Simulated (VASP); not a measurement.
# Be3H2 (R-3m) in VASP: further runs

The runs below take Be3H2 through single point, relaxation of cell and atoms, with PBE.

All numbers are computed with VASP 6.6.1; they aren't measurements. Logs are shortened: lines on timing, memory, paths and dates and some standing lists are left out, and cuts for length are marked.

## (1) The cell of the first run

Symmetry: R-3m, No. 166, trigonal system. Conventional cell: a = 2.489 Å, b = 2.489 Å, c = 17.647 Å, α = 90.00°, β = 90.00°, γ = 120.00°. Within 2.3 Å of Be (site symmetry -3m) lie 6 H at 1.70 Å. Be (site symmetry 3m) has 3 H at 1.88 Å and 12 Be at 2.16 to 2.57 Å within 2.6 Å. Within 2.5 Å of H (site symmetry 3m) lie 6 Be at 1.70 to 1.88 Å and 9 H at 2.33 to 2.49 Å.

## (2) Single point, PBE

INCAR reads:

```
SYSTEM = Be3H2
PREC = Accurate
ENCUT = 520
EDIFF = 1E-6
ISMEAR = 0
SIGMA = 0.1
LREAL = .False.
LASPH = .True.
NELM = 80
ALGO = Normal
ISIF = 2
LWAVE = .False.
LCHARG = .False.
GGA = PE
NBANDS = 12
```

KPOINTS reads:

```
regular mesh
0
Gamma
  6 6 6
  0 0 0
```

POSCAR reads:

```
Be3H2
1.0
    1.2444876197      0.7185052622      5.8822724432
   -1.2444876197      0.7185052622      5.8822724432
    0.0000000000     -1.4370105244      5.8822724432
Be H
3 2
Direct
    0.0000000000      0.0000000000      0.0000000000
    0.2124687706      0.2124687706      0.2124687706
    0.7875312294      0.7875312294      0.7875312294
    0.3851419201      0.3851419201      0.3851419201
    0.6148580799      0.6148580799      0.6148580799
```

Potentials or basis: VASP PAW PBE potentials, release 64 (Be, H).

Run with:

```console
$ cat potpaw_PBE.64/Be/POTCAR potpaw_PBE.64/H/POTCAR > POTCAR
$ mpirun -np 1 vasp_std > vasp.out
```

OUTCAR:

```text
SYSTEM = Be3H2
   PREC = Accurate
   ENCUT = 520
   EDIFF = 1E-6
   ISMEAR = 0
   LREAL = .False.
   LASPH = .True.
   NELM = 80
   ISIF = 2
   GGA = PE

 ion  position               nearest neighbor table
   1  0.000  0.000  0.000-
   2  0.212  0.212  0.212-   3 2.16   3 2.16   3 2.16
   3  0.788  0.788  0.788-   2 2.16   2 2.16   2 2.16
   4  0.385  0.385  0.385-
   5  0.615  0.615  0.615-

  LATTYP: Found a trigonal (rhomboedric) cell.
 ALAT       =     6.0552562575
 COS(alpha) =     0.9155215178

  Lattice vectors:

 A1 = (   1.2444876197,   0.7185052622,   5.8822724432)
 A2 = (  -1.2444876197,   0.7185052622,   5.8822724432)
 A3 = (   0.0000000000,  -1.4370105244,   5.8822724432)

Analysis of symmetry for initial positions (statically):
=====================================================================
 Subroutine PRICEL returns:
 Original cell was already a primitive cell.

 Routine SETGRP: Setting up the symmetry group for a
 trigonal (rhombohedral) supercell.

 Subroutine GETGRP returns: Found 12 space group operations
 (whereof 12 operations were pure point group operations)
 out of a pool of 12 trial point group operations.

The static configuration has the point symmetry D_3d.

Analysis of symmetry for dynamics (positions and initial velocities):
=====================================================================
 Subroutine PRICEL returns:
 Original cell was already a primitive cell.

 Routine SETGRP: Setting up the symmetry group for a
 trigonal (rhombohedral) supercell.

 Subroutine GETGRP returns: Found 12 space group operations
 (whereof 12 operations were pure point group operations)
 out of a pool of 12 trial point group operations.

The dynamic configuration has the point symmetry D_3d.

 Subroutine INISYM returns: Found 12 space group operations
 (whereof 12 operations are pure point group operations),
 and found     1 'primitive' translations

----------------------------------------------------------------------------------------

                                     Primitive cell

  volume of cell :      31.5585

  direct lattice vectors                    reciprocal lattice vectors
     1.244487620  0.718505262  5.882272443     0.401771775  0.231963042  0.056667442
    -1.244487620  0.718505262  5.882272443    -0.401771775  0.231963042  0.056667442
     0.000000000 -1.437010524  5.882272443     0.000000000 -0.463926085  0.056667442

  length of vectors
     6.055256257  6.055256257  6.055256257     0.467374166  0.467374166  0.467374166

  position of ions in fractional coordinates (direct lattice)
     0.000000000  0.000000000  0.000000000
     0.212468771  0.212468771  0.212468771
     0.787531229  0.787531229  0.787531229
     0.385141920  0.385141920  0.385141920
     0.614858080  0.614858080  0.614858080

  ion indices of the primitive-cell ions
   primitive index   ion index
                 1           1
                 2           2
                 3           3
                 4           4
                 5           5

----------------------------------------------------------------------------------------

 KPOINTS: regular mesh

Automatic generation of k-mesh.
 Grid dimensions read from file:
 generate k-points for:    6    6    6

 Generating k-lattice:

  Cartesian coordinates                     Fractional coordinates (reciprocal lattice)
     0.066961963  0.038660507  0.009444574     0.166666667 -0.000000000  0.000000000
    -0.066961963  0.038660507  0.009444574    -0.000000000  0.166666667  0.000000000
     0.000000000 -0.077321014  0.009444574     0.000000000  0.000000000  0.166666667

  Length of vectors
     0.077895694  0.077895694  0.077895694

  Shift w.r.t. Gamma in fractional coordinates (k-lattice)
     0.000000000  0.000000000  0.000000000

 Subroutine IBZKPT returns following result:
 ===========================================

 Found     32 irreducible k-points:

 Following reciprocal coordinates:
            Coordinates               Weight
  0.000000  0.000000  0.000000      1.000000
  0.166667  0.000000 -0.000000      6.000000
  0.333333  0.000000  0.000000      6.000000
  0.500000  0.000000  0.000000      3.000000
  0.166667  0.166667  0.000000      6.000000
  0.333333  0.166667 -0.000000     12.000000
[... 16 lines left out ...]
  0.500000  0.500000  0.166667      6.000000
 -0.333333  0.500000  0.166667     12.000000
 [... further k-points ...]
   k-points           NKPTS =     32   k-points in BZ     NKDIM =     32   number of bands    NBANDS=     12
   number of dos      NEDOS =    301   number of ions     NIONS =      5
   total plane-waves  NPLWV = 110592
   dimension x,y,z NGX =    48 NGY =   48 NGZ =   48
   dimension x,y,z NGXF=    96 NGYF=   96 NGZF=   96
   ions per type =               3   2
   NGX,Y,Z   is equivalent  to a cutoff of  13.18, 13.18, 13.18 a.u.
   NGXF,Y,Z  is equivalent  to a cutoff of  26.36, 26.36, 26.36 a.u.
 SYSTEM =  Be3H2
   PREC   = accura    normal or accurate (medium, high low for compatibility)
   ISTART =      0    job   : 0-new  1-cont  2-samecut
   ICHARG =      2    charge: 1-file 2-atom 10-const
   ISPIN  =      1    spin polarized calculation?
   LNONCOLLINEAR =      F non collinear calculations
   LSORBIT =      F    spin-orbit coupling
   LASPH  =      T    aspherical Exc in radial PAW
   ENCUT  =  520.0 eV  38.22 Ry    6.18 a.u.  11.26 11.26 11.26*2*pi/ulx,y,z
   NELM   =     80;   NELMIN=  2; NELMDL= -5     # of ELM steps
   EDIFF  = 0.1E-05   stopping-criterion for ELM
   LREAL  =      F    real-space projection
   EDIFFG = 0.1E-04   stopping-criterion for IOM
   NSW    =      0    number of steps for IOM
   IBRION =     -1    ionic relax: 0-MD 1-quasi-New 2-CG
   NFREE  =      0    steps in history (QN), initial steepest desc. (CG)
   ISIF   =      2    stress and relaxation
   ISYM   =      2    0-nonsym 1-usesym 2-fastsym
   POTIM  = 0.5000    time-step for ionic-motion
   TEBEG  =    0.0;   TEEND  =   0.0 temperature during run
   PSTRESS=    0.0 pullay stress
   NELECT =       8.0000    total number of electrons
   NUPDOWN=      -1.0000    fix difference up-down
   EMIN   =  10.00;   EMAX   =-10.00  energy-range for DOS
   EFERMI =   0.00;   METHOD = LEGACY
   ISMEAR =     0;   SIGMA  =   0.10  broadening in eV -4-tet -1-fermi 0-gaus
   EFERMI_NEDOS =   21; number of points for ismear=-14 and -15
   IALGO  =     38    algorithm
   IMIX   =      4    mixing-type and parameters
     AMIX     =   0.40;   BMIX     =  1.00
     AMIX_MAG =   1.60;   BMIX_MAG =  1.00
  volume/ion in A,a.u.               =       6.31        42.59
  Fermi-wavevector in a.u.,A,eV,Ry     =   1.036094  1.957934 14.605731  1.073491
  Thomas-Fermi vector in A             =   2.170469
   LORBIT       =      0    0 simple, 1 ext, 2 COOP (PROOUT), +10 PAW based schemes
   GGA     = PE    functional components
   LHFCALC =     F    Hartree Fock is set to
   AEXX    =    0.0000 exact exchange contribution
   IVDW    =     0    specifies the selected vdW correction
   LEPSILON=     F    determine dielectric tensor
   LRPA    =     F    only Hartree local field effects (RPA)
 non-spin polarized calculation
 Gauss-broadening in eV      SIGMA  =   0.10
  energy-cutoff  :      520.00
  volume of cell :       31.56
 maximum number of plane-waves:       864
 NGX is ok and might be reduce to    48
   NGX = 23   NGY = 23   NGZ = 23

 number of electron       8.0000000 magnetization

 Free energy of the ion-electron system (eV)
  ---------------------------------------------------
  ext. energy  EPLUGINS =         0.00000000
  ---------------------------------------------------
  free energy    TOTEN  =       -15.55809204 eV

  energy without entropy =      -15.55530120  energy(sigma->0) =      -15.55669662

 E-fermi :   6.0955     XC(G=0): -10.4275

 val. band max:        6.0380999758   @ k =   0.5000   0.3333   0.0000
 cond. band min:       6.3069010432   @ k =   0.3333   0.3333   0.1667
 fundamental gap:      0.2688010675
 Fermi energy:         6.0955363507

 k-point     1 :       0.0000    0.0000    0.0000
  band No.  band energies     occupation
      1      -7.1632      2.00000
      2      -4.1342      2.00000
      3      -1.7733      2.00000
      4       8.7046      0.00000
      5       9.4512      0.00000
      6      18.3095      0.00000
      7      18.3095      0.00000
      8      18.5762      0.00000
      9      18.5762      0.00000
     10      19.2123      0.00000
     11      20.6681      0.00000
     12      20.6682      0.00000

 k-point     2 :       0.1667    0.0000   -0.0000
  band No.  band energies     occupation
      1      -6.4569      2.00000
      2      -3.4086      2.00000
      3      -1.0570      2.00000
      4       8.8422      0.00000
      5      10.1027      0.00000
      6      12.9603      0.00000
      7      14.9187      0.00000
      8      15.9484      0.00000
      9      16.8098      0.00000
     10      17.7265      0.00000
     11      19.1357      0.00000
     12      20.8299      0.00000

 k-point     3 :       0.3333    0.0000    0.0000
  band No.  band energies     occupation
      1      -4.4235      2.00000
      2      -1.3609      2.00000
      3       0.9055      2.00000
      4       6.7426      0.00000
      5       7.6604      0.00000
      6      10.3254      0.00000
      7      10.9518      0.00000
      8      13.8588      0.00000
      9      14.4200      0.00000
     10      15.3420      0.00000
     11      17.0671      0.00000
     12      18.0384      0.00000
[... 286 lines left out ...]
 k-point    23 :       0.5000    0.5000    0.1667
  band No.  band energies     occupation
      1      -4.2427      2.00000
      2      -2.1908      2.00000
      3       2.6581      2.00000
      4       5.0331      2.00000
      5       8.0230      0.00000
      6       9.3499      0.00000
      7      11.4158      0.00000
      8      13.1942      0.00000
      9      16.0109      0.00000
     10      16.3158      0.00000
     11      17.7576      0.00000
     12      18.0688      0.00000

 k-point    24 :      -0.3333    0.5000    0.1667
  band No.  band energies     occupation
      1      -2.3851      2.00000
      2      -0.5570      2.00000
      3       3.3917      2.00000
      4       5.1027      2.00000
      5       6.5622      0.00000
      6       7.5156      0.00000
      7       9.1314      0.00000
      8      10.9711      0.00000
      9      12.0337      0.00000
     10      13.2492      0.00000
     11      16.9810      0.00000
     12      18.3609      0.00000

 [... further k-points ...]

------------------------ aborting loop because EDIFF is reached ----------------------------------------

  FORCE on cell =-STRESS in cart. coord.  units (eV):
  Direction    XX          YY          ZZ          XY          YZ          ZX
  --------------------------------------------------------------------------------------
  -------------------------------------------------------------------------------------
  Total       -0.0097666     -0.0097666     -0.0231051      0.0000000      0.0000000      0.0000000
  in kB       -0.4958370     -0.4958370     -1.1730100      0.0000000      0.0000000      0.0000000
  external PRESSURE =      -0.7215613 kB  Pullay stress =       0.0000000 kB

 VOLUME and BASIS-vectors are now :
 -----------------------------------------------------------------------------
  energy-cutoff  :      520.00
  volume of cell :       31.56
      direct lattice vectors                 reciprocal lattice vectors
     1.244487620  0.718505262  5.882272443     0.401771775  0.231963042  0.056667442
    -1.244487620  0.718505262  5.882272443    -0.401771775  0.231963042  0.056667442
     0.000000000 -1.437010524  5.882272443     0.000000000 -0.463926085  0.056667442

 POSITION                                       TOTAL-FORCE (eV/Angst)
 -----------------------------------------------------------------------------------
      0.00000      0.00000      0.00000         0.000000      0.000000      0.000000
      0.00000      0.00000      3.74940         0.000000      0.000000      0.010973
      0.00000      0.00000     13.89742         0.000000      0.000000     -0.010973
      0.00000      0.00000      6.79653         0.000000     -0.000000      0.003792
      0.00000      0.00000     10.85029         0.000000      0.000000     -0.003792
 -----------------------------------------------------------------------------------
    total drift:                               -0.000000     -0.000000      0.000000

  FREE ENERGIE OF THE ION-ELECTRON SYSTEM (eV)
  ---------------------------------------------------
  free  energy   TOTEN  =       -15.5580920412 eV

  energy  without entropy=      -15.5553012007  energy(sigma->0) =      -15.55669662
```

It took 88 s on 1 thread of Intel Xeon 8259CL, shared host; peak memory 0.28 GiB.

What came out:

| Quantity | Value |
| --- | --- |
| Free energy | -15.5581 eV |
| Pressure | -0.1 GPa |
| Largest force | 0.011 eV/Å |
| Band gap on the k mesh | zero (bands 4 and 5 overlap by 3.82 eV) |

Forces on the atoms (eV/Å):
```
Be   0.000  0.000  0.000
Be   0.000  0.000  0.011
Be   0.000  0.000 -0.011
H    0.000  0.000  0.004
H    0.000  0.000 -0.004
```

Levels at points of the mesh, in eV from the Fermi level:
```csv
k point,band 1,band 2,band 3,band 4,band 5,band 6,band 7,band 8,band 9
"(0.00, 0.00, 0.00)",-13.26,-10.23,-7.87,2.61,3.36,12.21,12.21,12.48,12.48
"(0.50, 0.00, 0.00)",-8.40,-5.98,-3.78,-2.20,-0.07,0.71,6.61,6.85,7.06
"(0.50, 0.50, 0.00)",-8.22,-6.55,-3.45,-1.37,-0.86,1.34,4.20,6.28,8.71
"(0.50, 0.50, 0.50)",-13.04,-11.14,-6.24,-1.32,8.64,11.85,11.85,12.84,13.10
```

Caveat: the k points lie up to 0.49 Å⁻¹ apart, too coarse for converged energies and pressures of a metal.

## (3) Relaxation of cell and atoms, PBE

This run uses another cell than the first one, of 7.08 Å³/atom.

INCAR reads:

```
PREC     = Accurate       # precision mode
ENCUT    = 600            # plane-wave cutoff, eV
EDIFF    = 1E-6           # SCF threshold, eV
ISMEAR   = 0              # smearing method
SIGMA    = 0.1            # smearing width, eV
LREAL    = F              # projectors in reciprocal space
LASPH    = T              # aspherical terms in the spheres
NELM     = 100            # most SCF steps
ALGO     = Normal         # electronic algorithm
ISIF     = 3              # what is computed and relaxed
LWAVE    = F              # write WAVECAR
LCHARG   = F              # write CHGCAR
GGA      = PE             # functional
IBRION   = 2              # ionic algorithm
NSW      = 90             # ionic steps
EDIFFG   = -0.04          # ionic threshold
```

KPOINTS reads:

```
regular mesh
0
Gamma
  6 6 6
```

POSCAR reads:

```
Be3H2
1.0
    1.3012846084      0.7512970190      6.0321142441
   -1.3012846084      0.7512970190      6.0321142441
    0.0000000000     -1.5025940379      6.0321142441
Be H
3 2
Direct
    0.0000000000      0.0000000000      0.0000000000
    0.2095000000      0.2095000000      0.2095000000
    0.7905000000      0.7905000000      0.7905000000
    0.4000000000      0.4000000000      0.4000000000
    0.6000000000      0.6000000000      0.6000000000
```

Potentials or basis: VASP PAW PBE potentials, release 64 (Be, H).

Run with:

```console
$ cat potpaw_PBE.64/Be/POTCAR potpaw_PBE.64/H/POTCAR > POTCAR
$ mpirun -np 1 vasp_std > vasp.out
```

It took 10 min on 1 thread of Intel Xeon 8259CL, shared host; peak memory 0.35 GiB.

The run converged. Its results:

| Item | Value |
| --- | --- |
| Free energy | -15.5596 eV |
| Relaxed volume | 6.32 Å³/atom |
| Relaxed cell | a = 6.045 Å, b = 6.045 Å, c = 6.045 Å, α = 23.80°, β = 23.80°, γ = 23.80° |
| Space group after relaxing (to 0.1 Å) | R-3m (No. 166) |
| Energy gained by relaxing | 73.9 meV/atom |
| Ionic steps | 10 |
| Pressure after relaxing | -0.2 GPa |
| Largest force after relaxing | 0.012 eV/Å |
| Band gap on the k mesh | zero (bands 4 and 5 overlap by 3.87 eV) |

Forces in eV/Å, atoms in the order of the input:
```
Be   0.000  0.000  0.000
Be   0.000  0.000  0.002
Be   0.000  0.000 -0.002
H    0.000  0.000 -0.012
H    0.000  0.000  0.012
```

Stress tensor (GPa, compression positive):
```
-0.38  0.00  0.00
 0.00 -0.38  0.00
 0.00  0.00  0.20
```

Step by step:
| step | energy change (eV) | largest force (eV/Å) | pressure (GPa) | volume (Å³) |
| --- | --- | --- | --- | --- |
| 1 | 0.0000 | 0.7397 | -8.97 | 35.38 |
| 2 | -0.1675 | 0.5446 | -5.26 | 33.39 |
| 3 | -0.2513 | 0.4957 | 1.09 | 31.06 |
| 4 | -0.2515 | 0.4909 | 1.61 | 30.90 |
| 5 | -0.2871 | 0.4438 | 1.27 | 30.93 |
| 6 | -0.3526 | 0.2043 | 1.15 | 31.02 |
| 7 | -0.3569 | 0.2421 | 1.32 | 31.05 |
| 8 | -0.3665 | 0.0271 | -0.20 | 31.59 |
| 9 | -0.3666 | 0.0039 | -0.36 | 31.65 |
| 10 | -0.3693 | 0.0118 | -0.19 | 31.60 |

Final structure:
```
CELL_PARAMETERS angstrom
1.24655 0.71969 5.87069
-1.24655 0.71969 5.87069
0.00000 -1.43939 5.87069
ATOMIC_POSITIONS crystal
Be 0.00000 0.00000 0.00000
Be 0.21262 0.21262 0.21262
Be 0.78738 0.78738 0.78738
H 0.38545 0.38545 0.38545
H 0.61455 0.61455 0.61455
```

Levels at points of the mesh, in eV from the Fermi level:
| k point | band 2 | band 3 | band 4 | band 5 | band 6 | band 7 |
| --- | --- | --- | --- | --- | --- | --- |
| (0.00, 0.00, 0.00) | -10.21 | -7.82 | 2.69 | 3.47 | 12.17 | 12.17 |
| (0.50, 0.00, 0.00) | -5.98 | -3.75 | -2.20 | -0.04 | 0.73 | 6.65 |
| (0.50, 0.50, 0.00) | -6.56 | -3.45 | -1.36 | -0.80 | 1.35 | 4.24 |
| (0.50, 0.50, 0.50) | -11.12 | -6.19 | -1.24 | 8.78 | 11.80 | 11.80 |

Caveat: the k points lie up to 0.49 Å⁻¹ apart in the final cell, too coarse for converged energies and pressures of a metal.

## (4) Single point, PBE

This run uses another cell than the first one, of 7.08 Å³/atom.

INCAR reads:

```
SYSTEM = Be3H2
PREC = Accurate
ENCUT = 520
EDIFF = 1E-6
ISMEAR = 0
SIGMA = 0.1
LREAL = .False.
LASPH = .True.
NELM = 100
ALGO = Normal
ISIF = 2
LWAVE = .False.
LCHARG = .False.
GGA = PE
NBANDS = 12
```

KPOINTS reads:

```
Automatic mesh
0
Gamma
  12 12 12
  0 0 0
```

POSCAR is that of step 3.

Run with:

```console
$ cat potpaw_PBE.64/Be/POTCAR potpaw_PBE.64/H/POTCAR > POTCAR
$ mpirun -np 1 vasp_std > vasp.out
```

Wall time 6.9 min (1 thread of Intel Xeon 8259CL, shared host); peak memory 0.34 GiB.

Results (log left out):

* Free energy: -15.1481 eV
* Pressure: -8.9 GPa
* Largest force: 0.731 eV/Å
* Band gap on the k mesh: zero (bands 4 and 5 overlap by 3.73 eV)

Forces on the atoms (eV/Å):
```
Be   0.000  0.000  0.000
Be   0.000  0.000  0.731
Be   0.000  0.000 -0.731
H    0.000  0.000 -0.519
H    0.000  0.000  0.519
```

Stress tensor (GPa, compression positive):
```
-11.80   0.00   0.00
  0.00 -11.80   0.00
  0.00   0.00  -3.17
```

Levels at points of the mesh, in eV from the Fermi level:
```
           k point  band 1  band 2  band 3  band 4  band 5  band 6  band 7  band 8  band 9
(0.00, 0.00, 0.00)  -12.15   -9.84   -7.26    1.80    3.94   10.71   10.71   11.26   11.26
(0.50, 0.00, 0.00)   -7.54   -5.80   -3.50   -2.67   -0.05    0.70    4.85    6.06    6.74
(0.50, 0.50, 0.00)   -7.07   -6.66   -3.57   -1.56   -0.35    0.89    3.48    5.45    7.85
(0.50, 0.50, 0.50)  -11.69  -10.96   -5.55   -1.53    8.52   10.47   10.47   11.11   11.70
```

Caveat: the stress differs along the axes, from -12 to -3 GPa.

## (5) Summary

```tsv
task	cell	k mesh	cutoff (eV)	gap on the mesh (eV)	pressure (GPa)	largest force (eV/Å)
single point	a = 6.055 Å, angles 23.7°, 5 atoms, atomic positions A	6 × 6 × 6	520	none	-0.1	0.01
relaxation of cell and atoms	relaxed from a = 6.216 Å, angles 24.2°, 5 atoms, atomic positions B	6 × 6 × 6	600	none	-0.2	0.01
single point	a = 6.216 Å, angles 24.2°, 5 atoms, atomic positions B	12 × 12 × 12	520	none	-8.9	0.73
```

Alike in all rows: level PBE; potentials or basis VASP PAW PBE potentials, release 64 (Be, H); no spin polarisation; smearing gaussian 0.1 eV.

Caveats: some runs use coarse meshes; the stress differs along the axes, from -12 to -3 GPa (at least some runs).

Total energies depend on the potentials used, so only differences within one code and one set of settings carry meaning.

The gap in the log of VASP goes by the Fermi energy; the results here count the filled bands.